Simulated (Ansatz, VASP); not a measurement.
Two plane-wave programs on Cu

```
Cu
1.0
     0.00000    1.70092    2.04111
     1.70092    0.00000    2.04111
     1.70092    1.70092    0.00000
Cu
1
Direct
  0.00000 0.00000 0.00000
```

Alike in both runs: task single point; functional PBE; k mesh 24 × 24 × 24; occupations gaussian, width 0.15 eV; no spin polarisation.

|  | VASP | Ansatz |
| --- | --- | --- |
| version | VASP 6.6.1 | Ansatz 0.2.0 |
| potentials or method | VASP PAW PBE potentials, release 64 (Cu), cutoff 520 eV | scalar-relativistic, plane waves, PAW |
| valence electrons in the cell | 11 | 19 |

```tsv
	VASP	Ansatz	Ansatz less VASP
gap on the k mesh at the Fermi level (eV)	none	none	-
pressure (GPa)	4.6	3.8	-0.77
traceless stress, the component that is largest in VASP (GPa)	-12.07	-12.19	-0.118
```

A gap of «none» marks a metal or a gap that the smearing closes. VASP's potentials hold 11 valence electrons a cell and Ansatz's 19, so a difference there can come from the potentials and not from the codes.
